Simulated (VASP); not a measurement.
# CoO (I4/mmm) in VASP: further runs

The runs below take CoO through single point, with PBEsol.

Everything below comes from runs of VASP 6.6.1. Logs are shortened: lines on timing, memory, paths and dates and some standing lists are left out, and cuts for length are marked.

### Step 1. The cell of the first run

The typed cell holds 2 atoms: a = 2.947 Å, b = 2.947 Å, c = 2.947 Å, α = 119.99°, β = 119.99°, γ = 90.01°.

### Step 2. Single point, PBEsol, collinear spin, ferromagnetic start

Input file INCAR:

```
SYSTEM = CoO
PREC = Accurate ; ENCUT = 520
EDIFF = 1E-6 ; ISMEAR = 0
SIGMA = 0.15 ; LREAL = .FALSE.
LASPH = .TRUE. ; NELM = 150
ALGO = Normal ; ISIF = 2
LWAVE = .FALSE. ; LCHARG = .FALSE.
ISPIN = 2 ; MAGMOM = 2.57 0.32
LORBIT = 11 ; LMAXMIX = 4
GGA = PS ; NBANDS = 18
```

Input file KPOINTS:

```
Automatic mesh
0
G
  16 16 16
  0 0 0
```

Input file POSCAR:

```
CoO
1.0
   -1.4734932815      1.4734932815      2.0833044356
    1.4734932815     -1.4734932815      2.0833044356
    1.4734932815      1.4734932815     -2.0833044356
Co O
1 1
Direct
    0.0000000000      0.0000000000      0.0000000000
    0.5000000000      0.5000000000      0.0000000000
```

Potentials or basis: VASP PAW PBE potentials, release 64 (Co, O).

Launch:

```
cat potpaw_PBE.64/Co/POTCAR potpaw_PBE.64/O/POTCAR > POTCAR
mpirun -np 1 vasp_std > vasp.out
```

OUTCAR:

```text
SYSTEM = CoO
   PREC = Accurate
   ENCUT = 520
   EDIFF = 1E-6
   ISMEAR = 0
   LREAL = .FALSE.
   LASPH = .TRUE.
   NELM = 150
   ISIF = 2
   ISPIN = 2
   LORBIT = 11
   GGA = PS

 ion  position               nearest neighbor table
   1  0.000  0.000  0.000-   2 2.08   2 2.08   2 2.08   2 2.08   2 2.08   2 2.08
   2  0.500  0.500  0.000-   1 2.08   1 2.08   1 2.08   1 2.08   1 2.08   1 2.08

  LATTYP: Found a body centered tetragonal cell.
 ALAT       =     2.9469865630
 C/A-ratio  =     1.4138540445

  Lattice vectors:

 A1 = (  -1.4734932815,   1.4734932815,   2.0833044356)
 A2 = (   1.4734932815,  -1.4734932815,   2.0833044356)
 A3 = (   1.4734932815,   1.4734932815,  -2.0833044356)

Analysis of symmetry for initial positions (statically):
=====================================================================
 Subroutine PRICEL returns:
 Original cell was already a primitive cell.

 Routine SETGRP: Setting up the symmetry group for a
 body centered tetragonal supercell.

 Subroutine GETGRP returns: Found 16 space group operations
 (whereof 16 operations were pure point group operations)
 out of a pool of 16 trial point group operations.

The static configuration has the point symmetry D_4h.

Analysis of symmetry for dynamics (positions and initial velocities):
=====================================================================
 Subroutine PRICEL returns:
 Original cell was already a primitive cell.

 Routine SETGRP: Setting up the symmetry group for a
 body centered tetragonal supercell.

 Subroutine GETGRP returns: Found 16 space group operations
 (whereof 16 operations were pure point group operations)
 out of a pool of 16 trial point group operations.

The dynamic configuration has the point symmetry D_4h.

Analysis of structural, dynamic, and magnetic symmetry:
=====================================================================
 Subroutine PRICEL returns:
 Original cell was already a primitive cell.

 Routine SETGRP: Setting up the symmetry group for a
 body centered tetragonal supercell.

 Subroutine GETGRP returns: Found 16 space group operations
 (whereof 16 operations were pure point group operations)
 out of a pool of 16 trial point group operations.

The overall configuration has the point symmetry D_4h.

 Subroutine INISYM returns: Found 16 space group operations
 (whereof 16 operations are pure point group operations),
 and found     1 'primitive' translations

----------------------------------------------------------------------------------------

                                     Primitive cell

  volume of cell :      18.0929

  direct lattice vectors                    reciprocal lattice vectors
    -1.473493281  1.473493281  2.083304436     0.000000000  0.339329677  0.240003329
     1.473493281 -1.473493281  2.083304436     0.339329677  0.000000000  0.240003329
     1.473493281  1.473493281 -2.083304436     0.339329677  0.339329677  0.000000000

  length of vectors
     2.946611999  2.946611999  2.946611999     0.415627511  0.415627511  0.479884632

  position of ions in fractional coordinates (direct lattice)
     0.000000000  0.000000000  0.000000000
     0.500000000  0.500000000  0.000000000

  ion indices of the primitive-cell ions
   primitive index   ion index
                 1           1
                 2           2

----------------------------------------------------------------------------------------

 KPOINTS: Automatic mesh

Automatic generation of k-mesh.
 Grid dimensions read from file:
 generate k-points for:   16   16   16

 Generating k-lattice:

  Cartesian coordinates                     Fractional coordinates (reciprocal lattice)
     0.000000000  0.021208105  0.015000208     0.062500000 -0.000000000  0.000000000
     0.021208105  0.000000000  0.015000208    -0.000000000  0.062500000  0.000000000
     0.021208105  0.021208105  0.000000000     0.000000000  0.000000000  0.062500000

  Length of vectors
     0.025976719  0.025976719  0.029992790

  Shift w.r.t. Gamma in fractional coordinates (k-lattice)
     0.000000000  0.000000000  0.000000000

 Subroutine IBZKPT returns following result:
 ===========================================

 Found    349 irreducible k-points:

 Following reciprocal coordinates:
            Coordinates               Weight
  0.000000  0.000000  0.000000      1.000000
  0.062500 -0.000000  0.000000      8.000000
  0.125000 -0.000000  0.000000      8.000000
  0.187500 -0.000000  0.000000      8.000000
  0.250000 -0.000000  0.000000      8.000000
  0.312500 -0.000000  0.000000      8.000000
[... 16 lines left out ...]
 -0.125000  0.062500 -0.000000     16.000000
 -0.062500  0.062500  0.000000      4.000000
 [... further k-points ...]
   k-points           NKPTS =    349   k-points in BZ     NKDIM =    349   number of bands    NBANDS=     18
   number of dos      NEDOS =    301   number of ions     NIONS =      2
   total plane-waves  NPLWV =  13824
   dimension x,y,z NGX =    24 NGY =   24 NGZ =   24
   dimension x,y,z NGXF=    48 NGYF=   48 NGZF=   48
   ions per type =               1   1
   NGX,Y,Z   is equivalent  to a cutoff of  13.54, 13.54, 13.54 a.u.
   NGXF,Y,Z  is equivalent  to a cutoff of  27.08, 27.08, 27.08 a.u.
 SYSTEM =  CoO
   PREC   = accura    normal or accurate (medium, high low for compatibility)
   ISTART =      0    job   : 0-new  1-cont  2-samecut
   ICHARG =      2    charge: 1-file 2-atom 10-const
   ISPIN  =      2    spin polarized calculation?
   LNONCOLLINEAR =      F non collinear calculations
   LSORBIT =      F    spin-orbit coupling
   LASPH  =      T    aspherical Exc in radial PAW
   ENCUT  =  520.0 eV  38.22 Ry    6.18 a.u.   5.48  5.48  5.48*2*pi/ulx,y,z
   NELM   =    150;   NELMIN=  2; NELMDL= -5     # of ELM steps
   EDIFF  = 0.1E-05   stopping-criterion for ELM
   LREAL  =      F    real-space projection
   EDIFFG = 0.1E-04   stopping-criterion for IOM
   NSW    =      0    number of steps for IOM
   IBRION =     -1    ionic relax: 0-MD 1-quasi-New 2-CG
   NFREE  =      0    steps in history (QN), initial steepest desc. (CG)
   ISIF   =      2    stress and relaxation
   ISYM   =      2    0-nonsym 1-usesym 2-fastsym
   POTIM  = 0.5000    time-step for ionic-motion
   TEBEG  =    0.0;   TEEND  =   0.0 temperature during run
   PSTRESS=    0.0 pullay stress
   NELECT =      15.0000    total number of electrons
   NUPDOWN=      -1.0000    fix difference up-down
   EMIN   =  10.00;   EMAX   =-10.00  energy-range for DOS
   EFERMI =   0.00;   METHOD = LEGACY
   ISMEAR =     0;   SIGMA  =   0.15  broadening in eV -4-tet -1-fermi 0-gaus
   EFERMI_NEDOS =   21; number of points for ismear=-14 and -15
   IALGO  =     38    algorithm
   IMIX   =      4    mixing-type and parameters
     AMIX     =   0.40;   BMIX     =  1.00
     AMIX_MAG =   1.60;   BMIX_MAG =  1.00
  volume/ion in A,a.u.               =       9.05        61.05
  Fermi-wavevector in a.u.,A,eV,Ry     =   1.537926  2.906260 32.180742  2.365218
  Thomas-Fermi vector in A             =   2.644367
   LORBIT       =     11    0 simple, 1 ext, 2 COOP (PROOUT), +10 PAW based schemes
   GGA     = PS    functional components
   LHFCALC =     F    Hartree Fock is set to
   AEXX    =    0.0000 exact exchange contribution
   IVDW    =     0    specifies the selected vdW correction
   LEPSILON=     F    determine dielectric tensor
   LRPA    =     F    only Hartree local field effects (RPA)
 spin polarized calculation
 Gauss-broadening in eV      SIGMA  =   0.15
  energy-cutoff  :      520.00
  volume of cell :       18.09
 maximum number of plane-waves:       531
 NGX is ok and might be reduce to    24
   NGX = 11   NGY = 11   NGZ = 11

 number of electron      14.9999998 magnetization       2.6840683

 Free energy of the ion-electron system (eV)
  ---------------------------------------------------
  ext. energy  EPLUGINS =         0.00000000
  ---------------------------------------------------
  free energy    TOTEN  =       -14.01192229 eV

  energy without entropy =      -13.96494112  energy(sigma->0) =      -13.98843170

 E-fermi :   8.7784     XC(G=0): -13.0452

 val. band max:        8.7756398354   @ k =  -0.2500  -0.2500   0.2500
 cond. band min:       8.7810836120   @ k =  -0.0625   0.3750   0.0625
 fundamental gap:      0.0054437766
 Fermi energy:         8.7783871710

 spin component 1

 k-point     1 :       0.0000    0.0000    0.0000
  band No.  band energies     occupation
      1     -12.0958      1.00000
      2       5.2408      1.00000
      3       5.2416      1.00000
      4       5.2416      1.00000
      5       5.5600      1.00000
      6       5.5601      1.00000
[... 10 lines left out ...]
     17      31.2709      0.00000
     18      34.3629      0.00000
[... 463 lines left out ...]
 k-point    24 :      -0.0625    0.0625    0.0000
  band No.  band energies     occupation
      1     -12.0341      1.00000
      2       4.2813      1.00000
      3       4.9516      1.00000
      4       4.9531      1.00000
      5       5.5753      1.00000
      6       5.6107      1.00000
[... 10 lines left out ...]
     17      31.9870      0.00000
     18      34.4411      0.00000

 [... further k-points ...]

 spin component 2

 k-point     1 :       0.0000    0.0000    0.0000
  band No.  band energies     occupation
      1     -11.6425      1.00000
      2       5.7553      1.00000
      3       5.7565      1.00000
      4       5.7565      1.00000
      5       7.5151      1.00000
      6       7.5152      1.00000
[... 10 lines left out ...]
     17      32.1687      0.00000
     18      35.1605      0.00000
[... 463 lines left out ...]
 k-point    24 :      -0.0625    0.0625    0.0000
  band No.  band energies     occupation
      1     -11.5796      1.00000
      2       5.1783      1.00000
      3       5.6044      1.00000
      4       5.6056      1.00000
      5       7.4618      1.00000
      6       7.6928      1.00000
[... 10 lines left out ...]
     17      32.8562      0.00000
     18      35.2372      0.00000

 [... further k-points ...]

------------------------ aborting loop because EDIFF is reached ----------------------------------------

  FORCE on cell =-STRESS in cart. coord.  units (eV):
  Direction    XX          YY          ZZ          XY          YZ          ZX
  --------------------------------------------------------------------------------------
  -------------------------------------------------------------------------------------
  Total       -0.1033875     -0.1033875     -0.1011993      0.0000000      0.0000000      0.0000000
  in kB       -9.1552369     -9.1552369     -8.9614652      0.0000000      0.0000000      0.0000000
  external PRESSURE =      -9.0906463 kB  Pullay stress =       0.0000000 kB

 VOLUME and BASIS-vectors are now :
 -----------------------------------------------------------------------------
  energy-cutoff  :      520.00
  volume of cell :       18.09
      direct lattice vectors                 reciprocal lattice vectors
    -1.473493281  1.473493281  2.083304436     0.000000000  0.339329677  0.240003329
     1.473493281 -1.473493281  2.083304436     0.339329677  0.000000000  0.240003329
     1.473493281  1.473493281 -2.083304436     0.339329677  0.339329677  0.000000000

 POSITION                                       TOTAL-FORCE (eV/Angst)
 -----------------------------------------------------------------------------------
      0.00000      0.00000      0.00000        -0.000000     -0.000000      0.000000
      0.00000      0.00000      2.08330         0.000000      0.000000      0.000000
 -----------------------------------------------------------------------------------
    total drift:                               -0.000000      0.000000     -0.000000

  FREE ENERGIE OF THE ION-ELECTRON SYSTEM (eV)
  ---------------------------------------------------
  free  energy   TOTEN  =       -14.0119222867 eV

  energy  without entropy=      -13.9649411192  energy(sigma->0) =      -13.98843170

 total charge

# of ion       s       p       d       tot
------------------------------------------
    1        0.315   0.405   7.212   7.933
    2        1.552   3.424   0.000   4.976
--------------------------------------------------
tot          1.868   3.829   7.212  12.909

 magnetization (x)

# of ion       s       p       d       tot
------------------------------------------
    1        0.021   0.019   2.341   2.381
    2        0.030   0.228   0.000   0.258
--------------------------------------------------
tot          0.051   0.247   2.341   2.639
```

Run time: 86 s. Hardware: 1 thread of Intel Xeon 6975P-C (Granite Rapids), shared host; peak memory 0.3 GiB.

What came out:

| Item | Value |
| --- | --- |
| Free energy | -14.0119 eV |
| Pressure | -0.9 GPa |
| Net moment | 2.68 μB per cell |
| Site moments | Co +2.38; O +0.26 μB |
| Valence electrons inside the program's atomic spheres | Co 7.93; O 4.98 |

Caveat: the PAW data sets were made with another functional, which shifts forces and pressure a little; a cell with one magnetic atom can't hold antiferromagnetic order, which such compounds often take; semilocal functionals often make such compounds metallic where correlation or magnetic order opens a gap, which also shifts bond lengths.

### Step 3. Single point, PBEsol, collinear spin, ferromagnetic start (volume scaled by 1.06, then relaxed in part)

Input file INCAR:

```
SYSTEM = CoO
ALGO = Normal
EDIFF = 1E-6
ENCUT = 520
GGA = PS
ISIF = 2
ISMEAR = 0
ISPIN = 2
LASPH = .TRUE.
LCHARG = .TRUE.
LELF = .TRUE.
LMAXMIX = 4
LORBIT = 11
LREAL = .FALSE.
LVHAR = .TRUE.
LWAVE = .FALSE.
MAGMOM = 2.57 0.32
NBANDS = 18
NELM = 150
PREC = Accurate
SIGMA = 0.1
```

Input file KPOINTS:

```
k-points
0
G
  20 20 20
  0 0 0
```

Input file POSCAR:

```
CoO
1.0
   -1.5023926615      1.5023926615      2.1241638983
    1.5023926615     -1.5023926615      2.1241638983
    1.5023926615      1.5023926615     -2.1241638983
Co O
1 1
Direct
    0.0000000000      0.0000000000      0.0000000000
    0.5000000000      0.5000000000      0.0000000000
```

Potentials or basis: VASP PAW PBE potentials, release 64 (Co, O).

Launch:

```
cat potpaw_PBE.64/Co/POTCAR potpaw_PBE.64/O/POTCAR > POTCAR
mpirun -np 1 vasp_std > vasp.out
```

Wall time 3.5 min (1 thread of Intel Xeon Platinum 8488C (Sapphire Rapids), shared host); peak memory 0.42 GiB.

Results (log left out):

```
Free energy                                           : -13.9635 eV
Pressure                                              : -10.0 GPa
Net moment                                            : 2.93 μB per cell
Site moments                                          : Co +2.56; O +0.32 μB
Valence electrons inside the program's atomic spheres : Co 7.81; O 4.95
```

Levels at points of the mesh, in eV from the Fermi level:
Spin up:
```
           k point  band 6  band 7  band 8  band 9  band 10  band 11  band 12  band 13
(0.00, 0.00, 0.00)   -3.25   -3.16   -3.16   -3.16     0.88    16.59    17.97    17.97
(0.50, 0.00, 0.00)   -2.42   -1.87    0.08    0.09     4.87     9.25    13.26    13.27
(0.50, 0.50, 0.00)   -2.94   -2.41   -2.13   -2.13     5.73     9.67    11.49    15.63
(0.50, 0.50, 0.50)   -2.94   -2.41   -2.13   -2.13     5.73     9.67    11.48    15.63
```
Spin down:
| k point | band 4 | band 5 | band 6 | band 7 | band 8 | band 9 |
| --- | --- | --- | --- | --- | --- | --- |
| (0.00, 0.00, 0.00) | -2.64 | -1.12 | -1.12 | -1.12 | -0.15 | -0.15 |
| (0.50, 0.00, 0.00) | -4.77 | -0.12 | -0.12 | 0.19 | 2.58 | 2.58 |
| (0.50, 0.50, 0.00) | -3.92 | -2.29 | 0.15 | 0.15 | 0.33 | 0.82 |
| (0.50, 0.50, 0.50) | -3.92 | -2.29 | 0.15 | 0.15 | 0.33 | 0.82 |

Caveat: the PAW data sets were made with another functional, which shifts forces and pressure a little; a cell with one magnetic atom can't hold antiferromagnetic order, which such compounds often take; semilocal functionals often make such compounds metallic where correlation or magnetic order opens a gap, which also shifts bond lengths.
